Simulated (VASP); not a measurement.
**PdAuC4N4: single point with PBE**

Crystal: PdAuC4N4.

```
Pd C Au N
1.0
     5.90860    0.00000    0.00000
     0.00000    5.90860    0.00000
     0.00000    0.00000    5.90860
Pd C Au N
1 4 1 4
Direct
  0.50000 0.50000 0.50000
  0.18732 0.18732 0.18732
  0.18732 0.81268 0.81268
  0.81268 0.18732 0.81268
  0.81268 0.81268 0.18732
  0.00000 0.00000 0.00000
  0.30164 0.30164 0.30164
  0.30164 0.69836 0.69836
  0.69836 0.30164 0.69836
  0.69836 0.69836 0.30164
```

- Program: VASP 6.6.1
- Task: single point
- Functional: PBE
- Potentials or basis: VASP PAW PBE potentials, release 64 (Pd_sv_GW, C, Au_sv_GW, N)
- Cutoff: 700 eV
- k mesh: 4 × 4 × 4
- Occupations: gaussian, width 0.1 eV
- Spin: no spin polarisation

```yaml
Pressure: 7.4 GPa
Largest_force: 1.417 eV/Å
Band_gap_on_the_k_mesh: zero (an odd number of electrons rules out a gap without spin polarisation)
```

Forces on the atoms (eV/Å):
```
Pd   0.000  0.000  0.000
C    0.818  0.818  0.818
C    0.818 -0.818 -0.818
C   -0.818  0.818 -0.818
C   -0.818 -0.818  0.818
Au   0.000  0.000  0.000
N    0.635  0.635  0.635
N    0.635 -0.635 -0.635
N   -0.635  0.635 -0.635
N   -0.635 -0.635  0.635
```

Levels at points of the mesh, in eV from the Fermi level:
```tsv
k point	band 34	band 35	band 36	band 37	band 38	band 39
(0.00, 0.00, 0.00)	-0.84	-0.84	-0.31	-0.31	-0.31	5.22
(0.50, 0.00, 0.00)	-1.24	-0.30	-0.18	0.29	0.29	4.92
(0.50, 0.50, 0.00)	-1.15	-0.34	-0.21	0.24	0.24	5.17
(0.50, 0.50, 0.50)	-0.72	-0.72	-0.31	-0.31	-0.31	5.43
```

Run time: 6.2 min on 1 thread of Intel(R) Xeon(R) Platinum 8375C CPU @ 2.90GHz (Ice Lake), on a shared host, peak memory 0.51 GiB.

Caveat: the cell stands under pressure; spin-orbit coupling is left out, which moves the levels of the heavy elements; an odd number of electrons without spin polarisation forces a metal; a magnetic or distorted state may lie lower.
